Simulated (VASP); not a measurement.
# Na2TlHgF6 in VASP: a series of runs, part 2 of 2

VASP 6.6.1. The steps go on from the part before.

### Step 3. Single point, PBE (strained)

INCAR reads:

```
SYSTEM = Na2TlHgF6
PREC = Accurate ; ENCUT = 520
EDIFF = 1E-6 ; ISMEAR = 0
SIGMA = 0.1 ; LREAL = .False.
LASPH = .True. ; NELM = 60
ALGO = Normal ; ISIF = 2
LWAVE = .False. ; LCHARG = .False.
GGA = PE ; NBANDS = 52
```

KPOINTS reads:

```
Automatic mesh
0
Gamma
  8 8 8
  0 0 0
```

POSCAR reads:

```
Na2TlHgF6
1.0
    0.0000000000      4.7102301544      4.7102301544
    4.7102301544      0.0000000000      4.7102301544
    4.7102301544      4.7102301544      0.0000000000
Na Tl Hg F
2 1 1 6
Direct
    0.7500000000      0.7500000000      0.7500000000
    0.2500000000      0.2500000000      0.2500000000
    0.0000000000      0.0000000000      0.0000000000
    0.5000000000      0.5000000000      0.5000000000
    0.7425463633      0.2574536367      0.2574536367
    0.2574536367      0.2574536367      0.7425463633
    0.2574536367      0.7425463633      0.7425463633
    0.2574536367      0.7425463633      0.2574536367
    0.7425463633      0.2574536367      0.7425463633
    0.7425463633      0.7425463633      0.2574536367
```

Potentials or basis: VASP PAW PBE potentials, release 64 (Na_pv, Tl_d, Hg, F).

On the command line:

```console
> cat potpaw_PBE.64/Na_pv/POTCAR potpaw_PBE.64/Tl_d/POTCAR potpaw_PBE.64/Hg/POTCAR potpaw_PBE.64/F/POTCAR > POTCAR
> mpirun -np 1 vasp_std > vasp.out
```

OUTCAR:

```text
SYSTEM = Na2TlHgF6
   PREC = Accurate
   ENCUT = 520
   EDIFF = 1E-6
   ISMEAR = 0
   LREAL = .False.
   LASPH = .True.
   NELM = 60
   ISIF = 2
   GGA = PE

 ion  position               nearest neighbor table
   1  0.750  0.750  0.750-
   2  0.250  0.250  0.250-
   3  0.000  0.000  0.000-   5 2.43   6 2.43   7 2.43   8 2.43   9 2.43  10 2.43
   4  0.500  0.500  0.500-   5 2.28   6 2.28   7 2.28   8 2.28   9 2.28  10 2.28
   5  0.743  0.257  0.257-   4 2.28   3 2.43
   6  0.257  0.257  0.743-   4 2.28   3 2.43
   7  0.257  0.743  0.743-   4 2.28   3 2.43
[... 1540 lines left out ...]
  in kB      -22.2573875    -22.2573875    -22.2573875      0.0000000     -0.0000000     -0.0000000
  external PRESSURE =     -22.2573875 kB  Pullay stress =       0.0000000 kB

 VOLUME and BASIS-vectors are now :
 -----------------------------------------------------------------------------
  energy-cutoff  :      520.00
  volume of cell :      209.00
      direct lattice vectors                 reciprocal lattice vectors
     0.000000000  4.710230154  4.710230154    -0.106151925  0.106151925  0.106151925
     4.710230154  0.000000000  4.710230154     0.106151925 -0.106151925  0.106151925
     4.710230154  4.710230154  0.000000000     0.106151925  0.106151925 -0.106151925

 POSITION                                       TOTAL-FORCE (eV/Angst)
 -----------------------------------------------------------------------------------
      7.06535      7.06535      7.06535        -0.000000     -0.000000     -0.000000
      2.35512      2.35512      2.35512        -0.000000     -0.000000      0.000000
      0.00000      0.00000      0.00000        -0.000000     -0.000000     -0.000000
      4.71023      4.71023      4.71023        -0.000000     -0.000000      0.000000
      2.42533      4.71023      4.71023        -0.437334     -0.000000      0.000000
      4.71023      4.71023      2.42533        -0.000000     -0.000000     -0.437334
      6.99513      4.71023      4.71023         0.437334     -0.000000      0.000000
      4.71023      2.42533      4.71023        -0.000000     -0.437334      0.000000
      4.71023      6.99513      4.71023        -0.000000      0.437334      0.000000
      4.71023      4.71023      6.99513        -0.000000     -0.000000      0.437334
 -----------------------------------------------------------------------------------
    total drift:                                0.000000      0.000000      0.000000

  FREE ENERGIE OF THE ION-ELECTRON SYSTEM (eV)
  ---------------------------------------------------
  free  energy   TOTEN  =       -34.1723279336 eV

  energy  without entropy=      -34.1642844523  energy(sigma->0) =      -34.16830619
```

OSZICAR:

```text
N       E                     dE             d eps       ncg     rms          rms(c)
DAV:   1     0.826532602343E+03    0.82653E+03   -0.40839E+04  3020   0.156E+03
DAV:   2     0.616499392115E+02   -0.76488E+03   -0.71336E+03  3276   0.417E+02
DAV:   3    -0.369085024269E+02   -0.98558E+02   -0.96571E+02  3424   0.157E+02
DAV:   4    -0.401996564055E+02   -0.32912E+01   -0.32695E+01  3376   0.309E+01
DAV:   5    -0.402692573340E+02   -0.69601E-01   -0.69489E-01  3496   0.473E+00    0.170E+01
DAV:   6    -0.343941731487E+02    0.58751E+01   -0.22116E+01  3776   0.300E+01    0.126E+01
DAV:   7    -0.342890322344E+02    0.10514E+00   -0.17416E+00  3176   0.736E+00    0.744E+00
DAV:   8    -0.341821773617E+02    0.10685E+00   -0.34467E-01  3136   0.371E+00    0.111E+00
DAV:   9    -0.341715398073E+02    0.10638E-01   -0.44940E-02  3476   0.121E+00    0.288E-01
DAV:  10    -0.341722623073E+02   -0.72250E-03   -0.60856E-03  3188   0.588E-01    0.213E-01
DAV:  11    -0.341723221250E+02   -0.59818E-04   -0.52366E-04  3472   0.147E-01    0.724E-02
DAV:  12    -0.341723223081E+02   -0.18302E-06   -0.47156E-04  3152   0.124E-01    0.362E-02
DAV:  13    -0.341723262356E+02   -0.39275E-05   -0.23293E-05  3628   0.297E-02    0.709E-03
DAV:  14    -0.341723278654E+02   -0.16298E-05   -0.22916E-06  2700   0.807E-03    0.271E-03
DAV:  15    -0.341723279336E+02   -0.68187E-07   -0.20966E-07  1972   0.408E-03
   1 F= -.34172328E+02 E0= -.34168306E+02  d E =-.804348E-02
```

It took 3.2 min on 1 thread of AMD EPYC 9R45 (Zen 5), shared host; peak memory 0.49 GiB.

What came out:

| Item | Value |
| --- | --- |
| Free energy | -34.1723 eV |
| Pressure | -2.2 GPa |
| Largest force | 0.437 eV/Å |
| Band gap on the k mesh | zero (an odd number of electrons rules out a gap without spin polarisation) |

Forces on the atoms (eV/Å):
```
Na   0.000  0.000  0.000
Na   0.000  0.000  0.000
Tl   0.000  0.000  0.000
Hg   0.000  0.000  0.000
F   -0.437  0.000  0.000
F    0.000  0.000 -0.437
F    0.437  0.000  0.000
F    0.000 -0.437  0.000
F    0.000  0.437  0.000
F    0.000  0.000  0.437
```

Levels at points of the mesh, in eV from the Fermi level:
| k point | band 39 | band 40 | band 41 | band 42 | band 43 | band 44 |
| --- | --- | --- | --- | --- | --- | --- |
| (0.00, 0.00, 0.00) | -1.84 | -1.48 | -1.48 | 3.02 | 4.35 | 5.12 |
| (0.50, 0.00, 0.00) | -2.01 | -2.01 | -0.19 | 1.92 | 4.20 | 4.59 |
| (0.50, 0.50, 0.00) | -2.70 | -1.48 | 0.54 | 2.95 | 3.56 | 4.90 |

Caveat: the cell differs from its parent crystal (strained); spin-orbit coupling is left out, which moves the levels of the heavy elements; an odd number of electrons without spin polarisation forces a metal; a magnetic or distorted state may lie lower.
